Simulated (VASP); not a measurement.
Write the native input for VASP 6.6.1 that does the following.

* Task: single point
* Functional: PBEsol
* Potentials or basis: VASP PAW PBE potentials, release 64 (Ba_sv)
* Cutoff: 520 eV
* k mesh: 12 × 12 × 14
* Occupations: gaussian, width 0.15 eV
* Spin: no spin polarisation
* Dipole correction: no
* Further INCAR settings: ALGO = Fast; EDIFF = 1e-06; NBANDS = 11

The structure of Ba lies in POSCAR:

```
Ba
1.0
    3.8796605000      0.0000000000      0.0000000000
    0.0000000000      3.8796605000      0.0000000000
    0.0000000000      0.0000000000      3.6596220850
Ba
1
Direct
    0.5000000000      0.5000000000      0.5000000000
```

This cell differs from its parent crystal: strain -0.030 along x and y, +0.015 along z.

The input as run:

INCAR

```
  PREC = Accurate
  ENCUT = 520
  EDIFF = 1E-6
  ISMEAR = 0
  SIGMA = 0.15
  LREAL = False
  LASPH = True
  NELM = 80
  ALGO = Fast
  ISIF = 2
  LWAVE = False
  LCHARG = False
  GGA = PS
  NBANDS = 11
```

KPOINTS

```
regular mesh
0
Gamma
  12 12 14
```

Potentials or basis: VASP PAW PBE potentials, release 64 (Ba_sv).

Launch:

```console
$ cat potpaw_PBE.64/Ba_sv/POTCAR > POTCAR
$ mpirun -np 1 vasp_std > vasp.out
```

It gave:

- Pressure: 0.3 GPa
- Band gap on the k mesh: zero (band 5 reaches 2.11 eV, above the bottom of band 6 at 1.62 eV)

Caveat: the cell differs from its parent crystal (strain -0.030 along x and y, +0.015 along z); the PAW data sets were made with another functional, which shifts forces and pressure a little; spin-orbit coupling is left out, which moves the levels of the heavy elements.

It took 83 s on 1 thread of Intel(R) Xeon(R) Platinum 8559C (Emerald Rapids), on a shared host, peak memory 0.26 GiB.
